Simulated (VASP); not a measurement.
# Y3I (P6_3/mmc) in VASP: further runs

Y3I is run at these levels: PBE; tasks: single point.

Everything below comes from runs of VASP 6.6.1. Logs are shortened: lines on timing, memory, paths and dates and some standing lists are left out, and cuts for length are marked.

## 1. The cell of the first run

Symmetry: P6_3/mmc, No. 194, hexagonal system. Conventional cell: a = 7.100 Å, b = 7.100 Å, c = 5.699 Å, α = 90.00°, β = 90.00°, γ = 120.00°. Y (site symmetry mm2) has 4 I at 3.51 to 3.55 Å and 8 Y at 3.51 to 3.56 Å within 4.6 Å. Within 4.6 Å of I (site symmetry -6m2) lie 12 Y at 3.51 to 3.55 Å.

## 2. Single point, PBE

The input, INCAR:

```
SYSTEM = Y3I
  PREC = Accurate
  ENCUT = 520
  EDIFF = 1E-6
  ISMEAR = 0
  SIGMA = 0.1
  LREAL = .FALSE.
  LASPH = .TRUE.
  NELM = 100
  ALGO = Normal
  ISIF = 2
  LWAVE = .FALSE.
  LCHARG = .TRUE.
  GGA = PE
  LELF = .TRUE.
  LVHAR = .TRUE.
  NBANDS = 50
```

The input, KPOINTS:

```
regular mesh
0
G
  3 3 4
  0 0 0
```

The input, POSCAR:

```
Y3I
1.0
    7.1001480109      0.0000000000      0.0000000000
   -3.5500740055      6.1489085481      0.0000000000
    0.0000000000      0.0000000000      5.6989642770
Y I
6 2
Direct
    0.8330000000      0.6660000000      0.2500000000
    0.1670000000      0.8330000000      0.7500000000
    0.3340000000      0.1670000000      0.2500000000
    0.1670000000      0.3340000000      0.7500000000
    0.8330000000      0.1670000000      0.2500000000
    0.6660000000      0.8330000000      0.7500000000
    0.3333333333      0.6666666667      0.2500000000
    0.6666666667      0.3333333333      0.7500000000
```

Potentials or basis: VASP PAW PBE potentials, release 64 (Y_sv, I).

Launch:

```bash
$ cat potpaw_PBE.64/Y_sv/POTCAR potpaw_PBE.64/I/POTCAR > POTCAR
$ mpirun -np 1 vasp_std > vasp.out
```

OUTCAR:

```text
SYSTEM = Y3I
   PREC = Accurate
   ENCUT = 520
   EDIFF = 1E-6
   ISMEAR = 0
   LREAL = .FALSE.
   LASPH = .TRUE.
   NELM = 100
   ISIF = 2
   GGA = PE

 ion  position               nearest neighbor table
   1  0.833  0.666  0.250-   8 3.51   8 3.51   2 3.51   2 3.51   6 3.51   6 3.51   3 3.54   5 3.54
                             7 3.55   7 3.55   3 3.56   5 3.56
   2  0.167  0.833  0.750-   7 3.51   7 3.51   1 3.51   1 3.51   3 3.51   3 3.51   6 3.54   4 3.54
                             8 3.55   8 3.55   6 3.56   4 3.56
   3  0.334  0.167  0.250-   8 3.51   8 3.51   4 3.51   4 3.51   2 3.51   2 3.51   5 3.54   1 3.54
                             7 3.55   7 3.55   5 3.56   1 3.56
   4  0.167  0.334  0.750-   7 3.51   7 3.51   5 3.51   5 3.51   3 3.51   3 3.51   6 3.54   2 3.54
                             8 3.55   8 3.55   6 3.56   2 3.56
   5  0.833  0.167  0.250-   8 3.51   8 3.51   4 3.51   4 3.51   6 3.51   6 3.51   3 3.54   1 3.54
                             7 3.55   7 3.55   3 3.56   1 3.56
   6  0.666  0.833  0.750-   7 3.51   7 3.51   1 3.51   1 3.51   5 3.51   5 3.51   2 3.54   4 3.54
                             8 3.55   8 3.55   2 3.56   4 3.56
   7  0.333  0.667  0.250-   2 3.51   2 3.51   6 3.51   6 3.51   4 3.51   4 3.51   1 3.55   3 3.55
                             5 3.55   5 3.55   1 3.55   3 3.55
   8  0.667  0.333  0.750-   5 3.51   5 3.51   3 3.51   3 3.51   1 3.51   1 3.51   4 3.55   6 3.55
                             2 3.55   2 3.55   4 3.55   6 3.55

  LATTYP: Found a hexagonal cell.
 ALAT       =     7.1001480109
 C/A-ratio  =     0.8026542923

  Lattice vectors:

 A1 = (   7.1001480109,   0.0000000000,   0.0000000000)
 A2 = (  -3.5500740055,   6.1489085481,   0.0000000000)
 A3 = (   0.0000000000,   0.0000000000,   5.6989642770)

Analysis of symmetry for initial positions (statically):
=====================================================================
 Subroutine PRICEL returns:
 Original cell was already a primitive cell.

 Routine SETGRP: Setting up the symmetry group for a
 hexagonal supercell.

 Subroutine GETGRP returns: Found 24 space group operations
 (whereof 12 operations were pure point group operations)
 out of a pool of 24 trial point group operations.

The static configuration has the point symmetry D_3d.
 The point group associated with its full space group is D_6h.

Analysis of symmetry for dynamics (positions and initial velocities):
=====================================================================
 Subroutine PRICEL returns:
 Original cell was already a primitive cell.

 Routine SETGRP: Setting up the symmetry group for a
 hexagonal supercell.

 Subroutine GETGRP returns: Found 24 space group operations
[... 110 lines left out ...]
   PSTRESS=    0.0 pullay stress
   NELECT =      80.0000    total number of electrons
   NUPDOWN=      -1.0000    fix difference up-down
   EMIN   =  10.00;   EMAX   =-10.00  energy-range for DOS
   EFERMI =   0.00;   METHOD = LEGACY
   ISMEAR =     0;   SIGMA  =   0.10  broadening in eV -4-tet -1-fermi 0-gaus
   EFERMI_NEDOS =   21; number of points for ismear=-14 and -15
   IALGO  =     38    algorithm
   IMIX   =      4    mixing-type and parameters
     AMIX     =   0.40;   BMIX     =  1.00
     AMIX_MAG =   1.60;   BMIX_MAG =  1.00
  volume/ion in A,a.u.               =      31.10       209.88
  Fermi-wavevector in a.u.,A,eV,Ry     =   1.121548  2.119418 17.114346  1.257869
  Thomas-Fermi vector in A             =   2.258202
   LORBIT       =      0    0 simple, 1 ext, 2 COOP (PROOUT), +10 PAW based schemes
   GGA     = PE    functional components
   LHFCALC =     F    Hartree Fock is set to
   AEXX    =    0.0000 exact exchange contribution
   IVDW    =     0    specifies the selected vdW correction
   LEPSILON=     F    determine dielectric tensor
   LRPA    =     F    only Hartree local field effects (RPA)
 non-spin polarized calculation
 Gauss-broadening in eV      SIGMA  =   0.10
  energy-cutoff  :      520.00
  volume of cell :      248.81
 maximum number of plane-waves:      6717
 NGX is ok and might be reduce to    54
   NGX = 27   NGY = 27   NGZ = 21

 number of electron      80.0000001 magnetization

 Free energy of the ion-electron system (eV)
  ---------------------------------------------------
  ext. energy  EPLUGINS =         0.00000000
  ---------------------------------------------------
  free energy    TOTEN  =       -41.67584414 eV

  energy without entropy =      -41.60428236  energy(sigma->0) =      -41.64006325

 E-fermi :   4.9663     XC(G=0):  -9.6364

 val. band max:        4.9649581158   @ k =   0.3333   0.3333   0.2500
 cond. band min:       4.9797475664   @ k =   0.3333   0.0000   0.5000
 fundamental gap:      0.0147894505
 Fermi energy:         4.9662574719

 k-point     1 :       0.0000    0.0000    0.0000
  band No.  band energies     occupation
      1     -38.0791      2.00000
      2     -38.0284      2.00000
      3     -38.0284      2.00000
      4     -38.0231      2.00000
      5     -38.0012      2.00000
      6     -38.0012      2.00000
[... 466 lines left out ...]
     49       6.0542      0.00000
     50       6.0545      0.00000

------------------------ aborting loop because EDIFF is reached ----------------------------------------

  FORCE on cell =-STRESS in cart. coord.  units (eV):
  Direction    XX          YY          ZZ          XY          YZ          ZX
  --------------------------------------------------------------------------------------
  -------------------------------------------------------------------------------------
  Total       -1.9962369     -1.9962369     -0.2149204      0.0000000      0.0000000      0.0000000
  in kB      -12.8546808    -12.8546808     -1.3839703      0.0000000      0.0000000      0.0000000
  external PRESSURE =      -9.0311106 kB  Pullay stress =       0.0000000 kB

 VOLUME and BASIS-vectors are now :
 -----------------------------------------------------------------------------
  energy-cutoff  :      520.00
  volume of cell :      248.81
      direct lattice vectors                 reciprocal lattice vectors
     7.100148011  0.000000000  0.000000000     0.140842134  0.081315244  0.000000000
    -3.550074005  6.148908548  0.000000000     0.000000000  0.162630488  0.000000000
     0.000000000  0.000000000  5.698964277     0.000000000  0.000000000  0.175470480

 POSITION                                       TOTAL-FORCE (eV/Angst)
 -----------------------------------------------------------------------------------
      3.55007      4.09517      1.42474         0.000000     -0.014599     -0.000000
     -1.77149      5.12204      4.27422         0.012643     -0.007299     -0.000000
      1.77859      1.02687      1.42474         0.012643      0.007299     -0.000000
     -0.00000      2.05374      4.27422        -0.000000      0.014599     -0.000000
      5.32156      1.02687      1.42474        -0.012643      0.007299      0.000000
      1.77149      5.12204      4.27422        -0.012643     -0.007299     -0.000000
     -0.00000      4.09927      1.42474        -0.000000     -0.000000     -0.000000
      3.55007      2.04964      4.27422        -0.000000     -0.000000     -0.000000
 -----------------------------------------------------------------------------------
    total drift:                               -0.000000      0.000000     -0.000000

  FREE ENERGIE OF THE ION-ELECTRON SYSTEM (eV)
  ---------------------------------------------------
  free  energy   TOTEN  =       -41.6758441417 eV

  energy  without entropy=      -41.6042823587  energy(sigma->0) =      -41.64006325
```

Wall time 1.8 min (1 thread of Intel Xeon Platinum 8488C (Sapphire Rapids), shared host); peak memory 0.39 GiB.

Results:

```yaml
Free_energy: -41.6758 eV
Pressure: -0.9 GPa
Largest_force: 0.015 eV/Å
Band_gap_on_the_k_mesh: zero (bands 40 and 41 overlap by 1.05 eV)
```

Forces in eV/Å, atoms in the order of the input:
```
Y    0.000 -0.015  0.000
Y    0.013 -0.007  0.000
Y    0.013  0.007  0.000
Y    0.000  0.015  0.000
Y   -0.013  0.007  0.000
Y   -0.013 -0.007  0.000
I    0.000  0.000  0.000
I    0.000  0.000  0.000
```

Caveat: spin-orbit coupling is left out, which moves the levels of the heavy elements.

## 3. Single point, PBE

This run uses another cell than the first one, of 30.31 Å³/atom.

The input, INCAR:

```
  PREC = Accurate
  ENCUT = 520
  EDIFF = 1E-6
  ISMEAR = 0
  SIGMA = 0.1
  LREAL = F
  LASPH = T
  NELM = 100
  ALGO = Normal
  ISIF = 2
  LWAVE = F
  LCHARG = T
  GGA = PE
  LELF = T
  LVHAR = T
  NBANDS = 50
```

The input, KPOINTS:

```
regular mesh
0
Gamma
  6 6 8
```

The input, POSCAR:

```
Y3I
1.0
    6.9843223123      0.0000000000      0.0000000000
   -3.4921611562      6.0486005507      0.0000000000
    0.0000000000      0.0000000000      5.7396977393
Y I
6 2
Direct
    0.8339938466      0.6679876931      0.2500000000
    0.1660061534      0.8339938466      0.7500000000
    0.3320123069      0.1660061534      0.2500000000
    0.1660061534      0.3320123069      0.7500000000
    0.8339938466      0.1660061534      0.2500000000
    0.6679876931      0.8339938466      0.7500000000
    0.3333333333      0.6666666667      0.2500000000
    0.6666666667      0.3333333333      0.7500000000
```

Potentials or basis: VASP PAW PBE potentials, release 64 (Y_sv, I).

Launch:

```bash
$ cat potpaw_PBE.64/Y_sv/POTCAR potpaw_PBE.64/I/POTCAR > POTCAR
$ mpirun -np 1 vasp_std > vasp.out
```

Run time: 6.8 min. Hardware: 1 thread of Intel Xeon Platinum 8488C (Sapphire Rapids), shared host; peak memory 0.58 GiB.

The run converged. Its results:

| Quantity | Value |
| --- | --- |
| Free energy | -41.7295 eV |
| Pressure | 0.0 GPa |
| Largest force | 0.008 eV/Å |
| Band gap on the k mesh | zero (bands 40 and 41 overlap by 1.12 eV) |

Forces on the atoms (eV/Å):
```
Y    0.000  0.008  0.000
Y   -0.007  0.004  0.000
Y   -0.007 -0.004  0.000
Y    0.000 -0.008  0.000
Y    0.007 -0.004  0.000
Y    0.007  0.004  0.000
I    0.000  0.000  0.000
I    0.000  0.000  0.000
```

Levels at points of the mesh, in eV from the Fermi level:
| k point | band 38 | band 39 | band 40 | band 41 | band 42 | band 43 |
| --- | --- | --- | --- | --- | --- | --- |
| (0.00, 0.00, 0.00) | -0.97 | -0.83 | -0.83 | -0.79 | -0.77 | 0.71 |
| (0.50, 0.00, 0.00) | -0.53 | -0.40 | -0.09 | 0.24 | 0.30 | 0.79 |
| (0.00, 0.00, 0.50) | -1.61 | -0.12 | -0.12 | 0.15 | 0.15 | 0.15 |
| (0.50, 0.00, 0.50) | -0.16 | -0.04 | -0.04 | 0.25 | 0.25 | 0.30 |

Caveat: spin-orbit coupling is left out, which moves the levels of the heavy elements.
